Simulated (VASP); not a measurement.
# NbAs (I4_1md) in VASP: a series of runs

The runs below take NbAs through single point, with PBEsol.

Everything below comes from runs of VASP 6.6.1. Logs are shortened: lines on timing, memory, paths and dates and some standing lists are left out, and cuts for length are marked.

## 1. The cell of the first run

It takes space group I4_1md (No. 109, tetragonal). Conventional cell: a = 3.298 Å, b = 3.298 Å, c = 10.718 Å, α = 90.00°, β = 90.00°, γ = 90.00°. Within 3.3 Å of Nb (site symmetry 2mm) lie 6 As at 2.47 to 2.48 Å and 8 Nb at 3.15 to 3.30 Å. Within 3.3 Å of As (site symmetry 2mm) lie 6 Nb at 2.47 to 2.48 Å and 8 As at 3.15 to 3.30 Å.

## 2. Single point, PBEsol

INCAR

```
SYSTEM = NbAs
PREC     = Accurate       ! precision mode
ENCUT    = 520            ! plane-wave cutoff, eV
EDIFF    = 1E-7           ! SCF threshold, eV
ISMEAR   = 0              ! smearing method
SIGMA    = 0.1            ! smearing width, eV
LREAL    = .False.        ! projectors in reciprocal space
LASPH    = .True.         ! aspherical terms in the spheres
NELM     = 100            ! most SCF steps
ALGO     = Normal         ! electronic algorithm
ISIF     = 2              ! what is computed and relaxed
LWAVE    = .False.        ! write WAVECAR
LCHARG   = .False.        ! write CHGCAR
GGA      = PS             ! functional
NBANDS   = 26             ! bands
```

KPOINTS

```
Automatic mesh
0
Gamma
  18 18 18
  0 0 0
```

POSCAR

```
NbAs
1.0
   -1.6491887938      1.6491887938      5.3587668125
    1.6491887938     -1.6491887938      5.3587668125
    1.6491887938      1.6491887938     -5.3587668125
Nb As
2 2
Direct
    0.7469766712      0.7469766712      0.0000000000
    0.4969766712     -0.0030233288      0.5000000000
    0.1690233288      0.1690233288      0.0000000000
    0.9190233288      0.4190233288      0.5000000000
```

Potentials or basis: VASP PAW PBE potentials, release 64 (Nb_sv, As).

Command:

```sh
$ cat potpaw_PBE.64/Nb_sv/POTCAR potpaw_PBE.64/As/POTCAR > POTCAR
$ mpirun -np 1 vasp_std > vasp.out
```

OUTCAR:

```text
SYSTEM = NbAs
   PREC = Accurate
   ENCUT = 520
   EDIFF = 1E-7
   ISMEAR = 0
   LREAL = .False.
   LASPH = .True.
   NELM = 100
   ISIF = 2
   GGA = PS

 ion  position               nearest neighbor table
   1  0.747  0.747  0.000-   4 2.47   4 2.47   3 2.48   3 2.48   3 2.48   3 2.48
   2  0.497  0.997  0.500-   3 2.47   3 2.47   4 2.48   4 2.48   4 2.48   4 2.48
   3  0.169  0.169  0.000-   2 2.47   2 2.47   1 2.48   1 2.48   1 2.48   1 2.48
   4  0.919  0.419  0.500-   1 2.47   1 2.47   2 2.48   2 2.48   2 2.48   2 2.48

  LATTYP: Found a body centered tetragonal cell.
 ALAT       =     3.2983775876
 C/A-ratio  =     3.2493349656

  Lattice vectors:

 A1 = (  -1.6491887938,   1.6491887938,   5.3587668125)
 A2 = (   1.6491887938,  -1.6491887938,   5.3587668125)
 A3 = (   1.6491887938,   1.6491887938,  -5.3587668125)

Analysis of symmetry for initial positions (statically):
=====================================================================
 Subroutine PRICEL returns:
 Original cell was already a primitive cell.

 Routine SETGRP: Setting up the symmetry group for a
 body centered tetragonal supercell.

 Subroutine GETGRP returns: Found  8 space group operations
 (whereof  4 operations were pure point group operations)
 out of a pool of 16 trial point group operations.

The static configuration has the point symmetry C_2v.
 The point group associated with its full space group is C_4v.

Analysis of symmetry for dynamics (positions and initial velocities):
=====================================================================
 Subroutine PRICEL returns:
 Original cell was already a primitive cell.

 Routine SETGRP: Setting up the symmetry group for a
 body centered tetragonal supercell.

 Subroutine GETGRP returns: Found  8 space group operations
 (whereof  4 operations were pure point group operations)
 out of a pool of 16 trial point group operations.

The dynamic configuration has the point symmetry C_2v.
 The point group associated with its full space group is C_4v.

 Subroutine INISYM returns: Found  8 space group operations
 (whereof  4 operations are pure point group operations),
 and found     1 'primitive' translations

----------------------------------------------------------------------------------------

                                     Primitive cell

  volume of cell :      58.2996

  direct lattice vectors                    reciprocal lattice vectors
    -1.649188794  1.649188794  5.358766812     0.000000000  0.303179358  0.093305049
     1.649188794 -1.649188794  5.358766812     0.303179358  0.000000000  0.093305049
     1.649188794  1.649188794 -5.358766812     0.303179358  0.303179358  0.000000000

  length of vectors
     5.844315966  5.844315966  5.844315966     0.317212161  0.317212161  0.428760360

  position of ions in fractional coordinates (direct lattice)
     0.746976671  0.746976671  0.000000000
     0.496976671  0.996976671  0.500000000
     0.169023329  0.169023329  0.000000000
     0.919023329  0.419023329  0.500000000

  ion indices of the primitive-cell ions
   primitive index   ion index
                 1           1
                 2           2
                 3           3
                 4           4

----------------------------------------------------------------------------------------

 KPOINTS: Automatic mesh

Automatic generation of k-mesh.
 Grid dimensions read from file:
 generate k-points for:   18   18   18

 Generating k-lattice:

  Cartesian coordinates                     Fractional coordinates (reciprocal lattice)
     0.000000000  0.016843298  0.005183614     0.055555556  0.000000000  0.000000000
     0.016843298  0.000000000  0.005183614     0.000000000  0.055555556  0.000000000
     0.016843298  0.016843298  0.000000000     0.000000000  0.000000000  0.055555556

  Length of vectors
     0.017622898  0.017622898  0.023820020

  Shift w.r.t. Gamma in fractional coordinates (k-lattice)
     0.000000000  0.000000000  0.000000000

 Subroutine IBZKPT returns following result:
 ===========================================

 Found    480 irreducible k-points:

 Following reciprocal coordinates:
            Coordinates               Weight
  0.000000  0.000000  0.000000      1.000000
  0.055556  0.000000 -0.000000      8.000000
  0.111111  0.000000 -0.000000      8.000000
  0.166667  0.000000  0.000000      8.000000
  0.222222 -0.000000  0.000000      8.000000
  0.277778  0.000000  0.000000      8.000000
[... 16 lines left out ...]
 -0.277778  0.055556  0.000000     16.000000
 -0.222222  0.055556  0.000000     16.000000
 [... further k-points ...]
   k-points           NKPTS =    480   k-points in BZ     NKDIM =    480   number of bands    NBANDS=     26
   number of dos      NEDOS =    301   number of ions     NIONS =      4
   total plane-waves  NPLWV = 110592
   dimension x,y,z NGX =    48 NGY =   48 NGZ =   48
   dimension x,y,z NGXF=    96 NGYF=   96 NGZF=   96
   ions per type =               2   2
   NGX,Y,Z   is equivalent  to a cutoff of  13.65, 13.65, 13.65 a.u.
   NGXF,Y,Z  is equivalent  to a cutoff of  27.31, 27.31, 27.31 a.u.
 SYSTEM =  NbAs
   PREC   = accura    normal or accurate (medium, high low for compatibility)
   ISTART =      0    job   : 0-new  1-cont  2-samecut
   ICHARG =      2    charge: 1-file 2-atom 10-const
   ISPIN  =      1    spin polarized calculation?
   LNONCOLLINEAR =      F non collinear calculations
   LSORBIT =      F    spin-orbit coupling
   LASPH  =      T    aspherical Exc in radial PAW
   ENCUT  =  520.0 eV  38.22 Ry    6.18 a.u.  10.87 10.87 10.87*2*pi/ulx,y,z
   NELM   =    100;   NELMIN=  2; NELMDL= -5     # of ELM steps
   EDIFF  = 0.1E-06   stopping-criterion for ELM
   LREAL  =      F    real-space projection
   EDIFFG = 0.1E-05   stopping-criterion for IOM
   NSW    =      0    number of steps for IOM
   IBRION =     -1    ionic relax: 0-MD 1-quasi-New 2-CG
   NFREE  =      0    steps in history (QN), initial steepest desc. (CG)
   ISIF   =      2    stress and relaxation
   ISYM   =      2    0-nonsym 1-usesym 2-fastsym
   POTIM  = 0.5000    time-step for ionic-motion
   TEBEG  =    0.0;   TEEND  =   0.0 temperature during run
   PSTRESS=    0.0 pullay stress
   NELECT =      36.0000    total number of electrons
   NUPDOWN=      -1.0000    fix difference up-down
   EMIN   =  10.00;   EMAX   =-10.00  energy-range for DOS
   EFERMI =   0.00;   METHOD = LEGACY
   ISMEAR =     0;   SIGMA  =   0.10  broadening in eV -4-tet -1-fermi 0-gaus
   EFERMI_NEDOS =   21; number of points for ismear=-14 and -15
   IALGO  =     38    algorithm
   IMIX   =      4    mixing-type and parameters
     AMIX     =   0.40;   BMIX     =  1.00
     AMIX_MAG =   1.60;   BMIX_MAG =  1.00
  volume/ion in A,a.u.               =      14.57        98.36
  Fermi-wavevector in a.u.,A,eV,Ry     =   1.394078  2.634426 26.442297  1.943454
  Thomas-Fermi vector in A             =   2.517662
   LORBIT       =      0    0 simple, 1 ext, 2 COOP (PROOUT), +10 PAW based schemes
   GGA     = PS    functional components
   LHFCALC =     F    Hartree Fock is set to
   AEXX    =    0.0000 exact exchange contribution
   IVDW    =     0    specifies the selected vdW correction
   LEPSILON=     F    determine dielectric tensor
   LRPA    =     F    only Hartree local field effects (RPA)
 non-spin polarized calculation
 Gauss-broadening in eV      SIGMA  =   0.10
  energy-cutoff  :      520.00
  volume of cell :       58.30
 maximum number of plane-waves:      1592
 NGX is ok and might be reduce to    48
   NGX = 21   NGY = 21   NGZ = 21

 number of electron      36.0000000 magnetization

 Free energy of the ion-electron system (eV)
  ---------------------------------------------------
  ext. energy  EPLUGINS =         0.00000000
  ---------------------------------------------------
  free energy    TOTEN  =       -33.98993286 eV

  energy without entropy =      -33.98818833  energy(sigma->0) =      -33.98906059

 E-fermi :  11.9156     XC(G=0): -12.8519

 val. band max:       11.9147447217   @ k =  -0.0556   0.3333   0.0556
 cond. band min:      11.9605671155   @ k =  -0.0556  -0.3889   0.0556
 fundamental gap:      0.0458223937
 Fermi energy:        11.9156156937

 k-point     1 :       0.0000    0.0000    0.0000
  band No.  band energies     occupation
      1     -42.6845      2.00000
      2     -42.6037      2.00000
      3     -19.2075      2.00000
      4     -18.9186      2.00000
      5     -18.9186      2.00000
      6     -18.7024      2.00000
[... 18 lines left out ...]
     25      16.5962      0.00000
     26      16.7086      0.00000

 k-point     2 :       0.0556    0.0000   -0.0000
  band No.  band energies     occupation
      1     -42.6832      2.00000
      2     -42.6034      2.00000
      3     -19.2029      2.00000
      4     -18.9306      2.00000
      5     -18.9175      2.00000
      6     -18.7137      2.00000
[... 18 lines left out ...]
     25      16.7639      0.00000
     26      16.9021      0.00000

 k-point     3 :       0.1111    0.0000   -0.0000
  band No.  band energies     occupation
      1     -42.6797      2.00000
      2     -42.6027      2.00000
      3     -19.1903      2.00000
      4     -18.9643      2.00000
      5     -18.9144      2.00000
      6     -18.7453      2.00000
[... 18 lines left out ...]
     25      17.1405      0.00000
     26      17.2145      0.00000

 k-point     4 :       0.1667    0.0000    0.0000
  band No.  band energies     occupation
      1     -42.6742      2.00000
      2     -42.6016      2.00000
      3     -19.1744      2.00000
      4     -19.0120      2.00000
      5     -18.9096      2.00000
      6     -18.7917      2.00000
[... 18 lines left out ...]
     25      17.4199      0.00000
     26      17.8363      0.00000
[... 496 lines left out ...]
      1     -42.6520      2.00000
      2     -42.5976      2.00000
      3     -19.2550      2.00000
      4     -19.0630      2.00000
      5     -18.9283      2.00000
      6     -18.8998      2.00000
[... 18 lines left out ...]
     25      17.5729      0.00000
     26      19.4305      0.00000

 k-point    23 :      -0.2778    0.0556    0.0000
  band No.  band energies     occupation
      1     -42.6596      2.00000
      2     -42.5981      2.00000
      3     -19.2025      2.00000
      4     -19.0658      2.00000
      5     -18.9079      2.00000
      6     -18.8950      2.00000
[... 18 lines left out ...]
     25      17.8018      0.00000
     26      18.9567      0.00000

 k-point    24 :      -0.2222    0.0556    0.0000
  band No.  band energies     occupation
      1     -42.6671      2.00000
      2     -42.5992      2.00000
      3     -19.1719      2.00000
      4     -19.0535      2.00000
      5     -18.9138      2.00000
      6     -18.8455      2.00000
[... 18 lines left out ...]
     25      17.7523      0.00000
     26      18.3659      0.00000

 [... further k-points ...]

------------------------ aborting loop because EDIFF is reached ----------------------------------------

  FORCE on cell =-STRESS in cart. coord.  units (eV):
  Direction    XX          YY          ZZ          XY          YZ          ZX
  --------------------------------------------------------------------------------------
  -------------------------------------------------------------------------------------
  Total       14.7651067     14.7651067     14.7084513      0.0000000      0.0000000      0.0000000
  in kB      405.7715280    405.7715280    404.2145374      0.0000000      0.0000000      0.0000000
  external PRESSURE =     405.2525311 kB  Pullay stress =       0.0000000 kB

 VOLUME and BASIS-vectors are now :
 -----------------------------------------------------------------------------
  energy-cutoff  :      520.00
  volume of cell :       58.30
      direct lattice vectors                 reciprocal lattice vectors
    -1.649188794  1.649188794  5.358766812     0.000000000  0.303179358  0.093305049
     1.649188794 -1.649188794  5.358766812     0.303179358  0.000000000  0.093305049
     1.649188794  1.649188794 -5.358766812     0.303179358  0.303179358  0.000000000

 POSITION                                       TOTAL-FORCE (eV/Angst)
 -----------------------------------------------------------------------------------
      0.00000      0.00000      8.00575         0.000000      0.000000     -0.011823
      1.64919      0.00000      5.32636        -0.000000     -0.000000     -0.011823
      0.00000      0.00000      1.81151         0.000000      0.000000      0.011823
      0.00000      1.64919      4.49090         0.000000      0.000000      0.011823
 -----------------------------------------------------------------------------------
    total drift:                               -0.000000     -0.000000     -0.000046

  FREE ENERGIE OF THE ION-ELECTRON SYSTEM (eV)
  ---------------------------------------------------
  free  energy   TOTEN  =       -33.9899328605 eV

  energy  without entropy=      -33.9881883260  energy(sigma->0) =      -33.98906059
```

Wall time 16 min (1 thread of Intel Xeon 6975P-C (Granite Rapids), shared host); peak memory 0.8 GiB.

Results:

```
Free energy            : -33.9899 eV
Pressure               : 40.5 GPa
Largest force          : 0.012 eV/Å
Band gap on the k mesh : zero (band 18 reaches 11.91 eV, above the bottom of band 19 at 11.85 eV)
```

Forces on the atoms (eV/Å):
```
Nb   0.000  0.000 -0.012
Nb   0.000  0.000 -0.012
As   0.000  0.000  0.012
As   0.000  0.000  0.012
```

Stress tensor (GPa, compression positive):
```
40.58  0.00  0.00
 0.00 40.58  0.00
 0.00  0.00 40.42
```

Caveat: the PAW data sets were made with another functional, which shifts forces and pressure a little.

## 3. Single point, PBEsol

This run uses another cell than the first one, of 15.61 Å³/atom, 1.071 times its volume.

INCAR

```
SYSTEM = NbAs
  PREC = Accurate
  ENCUT = 520
  EDIFF = 1E-6
  ISMEAR = 0
  SIGMA = 0.1
  LREAL = .False.
  LASPH = .True.
  NELM = 100
  ALGO = Normal
  ISIF = 2
  LWAVE = .False.
  LCHARG = .False.
  GGA = PS
  NBANDS = 26
```

KPOINTS

```
regular mesh
0
Gamma
  18 18 18
  0 0 0
```

POSCAR

```
NbAs
1.0
   -1.6781093017      1.6781093017      5.5441142325
    1.6781093017     -1.6781093017      5.5441142325
    1.6781093017      1.6781093017     -5.5441142325
Nb As
2 2
Direct
    0.7478614116      0.7478614116      0.0000000000
    0.4978614116     -0.0021385884      0.5000000000
    0.1681385884      0.1681385884      0.0000000000
    0.9181385884      0.4181385884      0.5000000000
```

Potentials or basis: VASP PAW PBE potentials, release 64 (Nb_sv, As).

Command:

```sh
$ cat potpaw_PBE.64/Nb_sv/POTCAR potpaw_PBE.64/As/POTCAR > POTCAR
$ mpirun -np 1 vasp_std > vasp.out
```

It took 15 min on 1 thread of Intel Xeon 6975P-C (Granite Rapids), shared host; peak memory 0.84 GiB.

Results (log left out):

```yaml
Free_energy: -34.7646 eV
Pressure: 20.3 GPa
Largest_force: 0.007 eV/Å
Band_gap_on_the_k_mesh: zero (band 18 reaches 10.96 eV, above the bottom of band 19 at 10.93 eV)
```

Forces on the atoms (eV/Å):
```
Nb   0.000  0.000 -0.007
Nb   0.000  0.000 -0.007
As   0.000  0.000  0.007
As   0.000  0.000  0.007
```

Stress tensor (GPa, compression positive):
```
20.33  0.00  0.00
 0.00 20.33  0.00
 0.00  0.00 20.18
```

Levels at points of the mesh, in eV from the Fermi level:
| k point | band 14 | band 15 | band 16 | band 17 | band 18 | band 19 | band 20 | band 21 | band 22 | band 23 |
| --- | --- | --- | --- | --- | --- | --- | --- | --- | --- | --- |
| (0.00, 0.00, 0.00) | -2.42 | -2.36 | -1.84 | -1.49 | -1.49 | 0.68 | 1.43 | 2.92 | 3.34 | 3.34 |
| (0.50, 0.00, 0.00) | -3.64 | -2.58 | -1.81 | -1.56 | 0.00 | 0.10 | 1.38 | 2.39 | 2.73 | 3.13 |
| (0.50, 0.50, 0.00) | -5.02 | -2.88 | -2.88 | -0.70 | -0.70 | 2.74 | 2.74 | 3.12 | 3.12 | 4.37 |
| (0.50, 0.50, 0.50) | -2.95 | -2.94 | -2.94 | -0.53 | -0.53 | 1.03 | 1.03 | 2.33 | 2.33 | 3.91 |

Caveat: the PAW data sets were made with another functional, which shifts forces and pressure a little.
